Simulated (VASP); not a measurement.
Input of a VASP 6.6.1 run:

The input INCAR:

```
SYSTEM = Ti11In4C4
PREC     = Accurate       ! precision mode
ENCUT    = 520            ! plane-wave cutoff, eV
EDIFF    = 1E-7           ! SCF threshold, eV
ISMEAR   = -1             ! smearing method
SIGMA    = 0.15           ! smearing width, eV
LREAL    = .FALSE.        ! projectors in reciprocal space
LASPH    = .TRUE.         ! aspherical terms in the spheres
NELM     = 120            ! most SCF steps
ALGO     = Normal         ! electronic algorithm
ISIF     = 2              ! what is computed and relaxed
LWAVE    = .FALSE.        ! write WAVECAR
LCHARG   = .FALSE.        ! write CHGCAR
GGA      = PS             ! functional
IBRION   = 2              ! ionic algorithm
NSW      = 60             ! ionic steps
EDIFFG   = -0.05          ! ionic threshold
GGA_COMPAT= .FALSE.      
NELMIN   = 4            
KPAR     = 4
```

KPOINTS

```
regular mesh
0
G
  2 2 3
  0 0 0
```

POSCAR

```
Ti11In4C4
1.0
    8.4711220000      0.0000000000      0.0000000000
    0.0000000000      8.4711220000      0.0000000000
    0.0000000000      0.0000000000      4.2355610000
Ti In C
11 4 4
Direct
    0.2500000000      0.2500000000      0.0000000000
    0.2500000000      0.0000000000      0.5000000000
    0.2500000000      0.7500000000      0.0000000000
    0.2500000000      0.5000000000      0.5000000000
    0.0000000000      0.7500000000      0.5000000000
    0.7500000000      0.2500000000      0.0000000000
    0.7500000000      0.0000000000      0.5000000000
    0.5000000000      0.2500000000      0.5000000000
    0.7500000000      0.7500000000      0.0000000000
    0.7500000000      0.5000000000      0.5000000000
    0.5000000000      0.7500000000      0.5000000000
    0.0000000000      0.0000000000      0.0000000000
    0.0000000000      0.5000000000      0.0000000000
    0.5000000000      0.0000000000      0.0000000000
    0.5000000000      0.5000000000      0.0000000000
    0.2500000000      0.2500000000      0.5000000000
    0.2500000000      0.7500000000      0.5000000000
    0.7500000000      0.2500000000      0.5000000000
    0.7500000000      0.7500000000      0.5000000000
```

Potentials or basis: VASP PAW PBE potentials, release 64 (Ti_sv, In_d, C).

The run is started by

```sh
$ cat potpaw_PBE.64/Ti_sv/POTCAR potpaw_PBE.64/In_d/POTCAR potpaw_PBE.64/C/POTCAR > POTCAR
$ mpirun -np 4 vasp_std > vasp.out
```

Estimate the energy gained by relaxing.

12.6 meV/atom.

What does it give for the band gap on the k mesh?

Zero (bands 100 and 101 overlap by 0.54 eV).

Forces on the atoms (eV/Å):
```
Ti   0.004  0.000  0.000
Ti  -0.004 -0.014  0.000
Ti   0.023  0.000  0.000
Ti  -0.004  0.014  0.000
Ti   0.000  0.000  0.000
Ti  -0.004  0.000  0.000
Ti   0.004 -0.014  0.000
Ti   0.000  0.000  0.000
Ti  -0.023  0.000  0.000
Ti   0.004  0.014  0.000
Ti   0.000  0.000  0.000
In   0.000 -0.005  0.000
In   0.000  0.005  0.000
In   0.000  0.012  0.000
In   0.000 -0.012  0.000
C    0.000  0.000  0.000
C    0.013  0.000  0.000
C    0.000  0.000  0.000
C   -0.013  0.000  0.000
```

Caveat: the k points lie up to 0.49 Å⁻¹ apart, too coarse for converged energies and pressures of a metal; the PAW data sets were made with another functional, which shifts forces and pressure a little; spin-orbit coupling is left out, which moves the levels of the heavy elements; the relaxation stopped at a loose force limit of 0.05 eV/Å, so its end isn't a converged minimum.
